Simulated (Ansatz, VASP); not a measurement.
## SiO2 in VASP and in Ansatz

```
Si O
1.0
     4.01560    0.00000    0.00000
     0.00000    4.01560    0.00000
     0.00000    0.00000    2.66716
Si O
2 4
Direct
  0.50000 0.50000 0.50000
  0.00000 0.00000 0.00000
  0.69443 0.69443 0.00000
  0.19443 0.80557 0.50000
  0.30557 0.30557 0.00000
  0.80557 0.19443 0.50000
```

Alike in both runs: task single point; functional LDA; k mesh 6 × 6 × 10; occupations gaussian, width 0.05 eV; no spin polarisation.

|  | VASP | Ansatz |
| --- | --- | --- |
| version | VASP 6.6.1 | Ansatz 0.2.0 |
| potentials or method | VASP PAW LDA potentials, release 64 (Si, O), cutoff 520 eV | scalar-relativistic, plane waves, PAW |
| valence electrons in the cell | 32 | 32 |

|  | VASP | Ansatz | Ansatz less VASP |
| --- | --- | --- | --- |
| gap on the k mesh at the Fermi level (eV) | 6.11 | 6.16 | +0.049 |
| least direct gap on the mesh (eV) | 6.11 | 6.16 | +0.049 |
| pressure (GPa) | 25.4 | 24.1 | -1.32 |
| traceless stress, the component that is largest in VASP (GPa) | -9.27 | -9.84 | -0.569 |
| rms of the force components (eV/Å) | 0.269 | 0.259 | -0.0099 |

Ansatz warns that its potentials were made for another functional, while VASP's fit it. LDA's correlation is that of Perdew and Zunger in VASP and of Perdew and Wang (1992) in Ansatz. Atom by atom the forces differ by 0.010 eV/Å (rms over components).
